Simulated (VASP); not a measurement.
# H2 in VASP: single point with PBE+D3(BJ)

Aim: the single point of H2 with PBE+D3(BJ).

Everything below comes from runs of VASP 6.6.1. Logs are shortened: lines on timing, memory, paths and dates and some standing lists are left out, and cuts for length are marked.

### 1 The cell of the first run

The cell holds a molecule in a box, 2 atoms: a = 6.509 Å, b = 5.256 Å, c = 25.068 Å, α = 90.00°, β = 90.00°, γ = 90.00°.

### 2 Single point, PBE+D3(BJ)

INCAR reads:

```
SYSTEM = H
  PREC = Accurate
  ENCUT = 520
  EDIFF = 1E-6
  ISMEAR = 0
  SIGMA = 0.05
  LREAL = .FALSE.
  LASPH = .TRUE.
  NELM = 60
  ALGO = Normal
  ISIF = 2
  LWAVE = .FALSE.
  LCHARG = .TRUE.
  LDIPOL = .TRUE.
  IDIPOL = 3
  DIPOL = 0.5 0.5 0.691
  GGA = PE
  IVDW = 12
  LELF = .TRUE.
  LVHAR = .TRUE.
  LVACPOTAV = .TRUE.
  NBANDS = 8
```

KPOINTS reads:

```
Automatic mesh
0
G
  3 3 1
  0 0 0
```

POSCAR reads:

```
H
1.0
    6.5094894540      0.0000000000      0.0000000000
    0.0000000000      5.2564237872      0.0000000000
    0.0000000000      0.0000000000     25.0682471050
H
2
Direct
    0.7093244475      0.1660234837      0.6767226604
    0.6946970317      0.2110490821      0.7050581794
```

Potentials or basis: VASP PAW PBE potentials, release 64 (H).

On the command line:

```bash
$ cat potpaw_PBE.64/H/POTCAR > POTCAR
$ mpirun -np 1 vasp_std > vasp.out
```

OUTCAR:

```text
SYSTEM = H
   PREC = Accurate
   ENCUT = 520
   EDIFF = 1E-6
   ISMEAR = 0
   LREAL = .FALSE.
   LASPH = .TRUE.
   NELM = 60
   ISIF = 2
   GGA = PE
   IVDW = 12
 IVDW          = 12

 ion  position               nearest neighbor table
   1  0.709  0.166  0.677-   2 0.75
   2  0.695  0.211  0.705-   1 0.75

  LATTYP: Found a simple orthorhombic cell.
 ALAT       =     5.2564237872
 B/A-ratio  =     1.2383874888
 C/A-ratio  =     4.7690688803

  Lattice vectors:

 A1 = (   0.0000000000,  -5.2564237872,   0.0000000000)
 A2 = (   6.5094894540,   0.0000000000,   0.0000000000)
 A3 = (   0.0000000000,   0.0000000000,  25.0682471050)

Analysis of symmetry for initial positions (statically):
=====================================================================
 Subroutine PRICEL returns:
 Original cell was already a primitive cell.

 Routine SETGRP: Setting up the symmetry group for a
 simple orthorhombic supercell.

 Subroutine GETGRP returns: Found  2 space group operations
 (whereof  1 operations were pure point group operations)
 out of a pool of  8 trial point group operations.

The static configuration has the point symmetry C_1 .
 The point group associated with its full space group is S_2 .

Analysis of symmetry for dynamics (positions and initial velocities):
=====================================================================
 Subroutine PRICEL returns:
 Original cell was already a primitive cell.

 Routine SETGRP: Setting up the symmetry group for a
 simple orthorhombic supercell.

 Subroutine GETGRP returns: Found  2 space group operations
 (whereof  1 operations were pure point group operations)
 out of a pool of  8 trial point group operations.

The dynamic configuration has the point symmetry C_1 .
 The point group associated with its full space group is S_2 .

 Subroutine INISYM returns: Found  2 space group operations
 (whereof  1 operations are pure point group operations),
 and found     1 'primitive' translations

----------------------------------------------------------------------------------------

                                     Primitive cell

  volume of cell :     857.7511

  direct lattice vectors                    reciprocal lattice vectors
     6.509489454  0.000000000  0.000000000     0.153621879  0.000000000  0.000000000
     0.000000000  5.256423787  0.000000000     0.000000000  0.190243413  0.000000000
     0.000000000  0.000000000 25.068247105     0.000000000  0.000000000  0.039891102

  length of vectors
[... 72 lines left out ...]
   PSTRESS=    0.0 pullay stress
   NELECT =       2.0000    total number of electrons
   NUPDOWN=      -1.0000    fix difference up-down
   EMIN   =  10.00;   EMAX   =-10.00  energy-range for DOS
   EFERMI =   0.00;   METHOD = LEGACY
   ISMEAR =     0;   SIGMA  =   0.05  broadening in eV -4-tet -1-fermi 0-gaus
   EFERMI_NEDOS =   21; number of points for ismear=-14 and -15
   IALGO  =     38    algorithm
   IMIX   =      4    mixing-type and parameters
     AMIX     =   0.40;   BMIX     =  1.00
     AMIX_MAG =   1.60;   BMIX_MAG =  1.00
  volume/ion in A,a.u.               =     428.88      2894.19
  Fermi-wavevector in a.u.,A,eV,Ry     =   0.217086  0.410232  0.641190  0.047126
  Thomas-Fermi vector in A             =   0.993504
   LORBIT       =      0    0 simple, 1 ext, 2 COOP (PROOUT), +10 PAW based schemes
   GGA     = PE    functional components
   LHFCALC =     F    Hartree Fock is set to
   AEXX    =    0.0000 exact exchange contribution
   IVDW    =    12    specifies the selected vdW correction
   LEPSILON=     F    determine dielectric tensor
   LRPA    =     F    only Hartree local field effects (RPA)
 non-spin polarized calculation
 Gauss-broadening in eV      SIGMA  =   0.05
  energy-cutoff  :      520.00
  volume of cell :      857.75
 maximum number of plane-waves:     23116
   NGX = 25   NGY = 19   NGZ = 93

 dipolmoment           0.000000      0.000000     -0.000017 electrons x Angstroem

 number of electron       2.0000000 magnetization

 dipolmoment           0.000000      0.000000      0.000000 electrons x Angstroem

 Free energy of the ion-electron system (eV)
  ---------------------------------------------------
  ext. energy  EPLUGINS =         0.00000000
  ---------------------------------------------------
  free energy    TOTEN  =        -6.77214389 eV

  energy without entropy =       -6.77214389  energy(sigma->0) =       -6.77214389

 E-fermi : -10.0168     XC(G=0):  -0.3977

 val. band max:      -10.2484265612   @ k =   0.3333   0.3333   0.0000
 cond. band min:      -0.2461340808   @ k =   0.0000   0.0000   0.0000
 fundamental gap:     10.0022924803
 Fermi energy:       -10.0167569591

 k-point     1 :       0.0000    0.0000    0.0000
  band No.  band energies     occupation
      1     -10.2609      2.00000
      2      -0.2461      0.00000
      3      -0.1781      0.00000
      4       0.1346      0.00000
      5       0.4842      0.00000
      6       0.8762      0.00000
      7       1.4773      0.00000
      8       2.0305      0.00000
[... 34 lines left out ...]
 k-point     5 :      -0.3333    0.3333    0.0000
  band No.  band energies     occupation
      1     -10.2484      2.00000
      2       0.3060      0.00000
      3       0.6452      0.00000
      4       1.0958      0.00000
      5       1.1699      0.00000
      6       1.3754      0.00000
      7       1.7105      0.00000
      8       2.0787      0.00000

------------------------ aborting loop because EDIFF is reached ----------------------------------------

 vacuum level on the upper side and lower side of the slab       (xc-potential included)        -0.060        -0.058

 Edisp (eV)   -0.00305

 E8    (eV) :    -0.0006

  FORCE on cell =-STRESS in cart. coord.  units (eV):
  Direction    XX          YY          ZZ          XY          YZ          ZX
  --------------------------------------------------------------------------------------
  -------------------------------------------------------------------------------------
  Total      -0.03002    -0.04449    -0.14177     0.00500    -0.03739     0.01520
  in kB      -0.05608    -0.08310    -0.26481     0.00933    -0.06984     0.02840
  external pressure =       -0.13 kB  Pullay stress =        0.00 kB

 VOLUME and BASIS-vectors are now :
 -----------------------------------------------------------------------------
  energy-cutoff  :      520.00
  volume of cell :      857.75
      direct lattice vectors                 reciprocal lattice vectors
     6.509489454  0.000000000  0.000000000     0.153621879  0.000000000  0.000000000
     0.000000000  5.256423787  0.000000000     0.000000000  0.190243413  0.000000000
     0.000000000  0.000000000 25.068247105     0.000000000  0.000000000  0.039891102

 POSITION                                       TOTAL-FORCE (eV/Angst)
 -----------------------------------------------------------------------------------
      4.61734      0.87269     16.96425        -0.020130      0.049615      0.152099
      4.52212      1.10936     17.67457         0.020130     -0.049615     -0.152099
 -----------------------------------------------------------------------------------
    total drift:                               -0.000000      0.000005     -0.000003

  FREE ENERGIE OF THE ION-ELECTRON SYSTEM (eV)
  ---------------------------------------------------
  free  energy   TOTEN  =        -6.7751968026 eV

  energy  without entropy=       -6.7751968026  energy(sigma->0) =       -6.77519680

 vacuum level on the upper side and lower side of the slab         0.030         0.030
```

stdout:

```text
POSCAR found type information on POSCAR H
 POSCAR found :  1 types and       2 ions
 scaLAPACK will be used
 LDA part: xc-table for (Slater+PW92), standard interpolation
 POSCAR, INCAR and KPOINTS ok, starting setup
 FFT: planning ... GRIDC
 FFT: planning ... GRID_SOFT
 FFT: planning ... GRID
 WAVECAR not read
 entering main loop
```

It took 53 s on 1 thread of Intel Xeon 6975P-C (Granite Rapids), shared host; peak memory 0.65 GiB.

Results:

| Item | Value |
| --- | --- |
| Free energy | -6.7752 eV |
| Largest force | 0.161 eV/Å |
| Gap between the frontier levels | 10.00 eV, indirect (least direct gap 10.01 eV) |
| Dispersion energy per atom | -0.002 eV |
| Ionisation potential of the upper face | 10.28 eV |

Forces in eV/Å, atoms in the order of the input:
```
H   -0.020  0.050  0.152
H    0.020 -0.050 -0.152
```
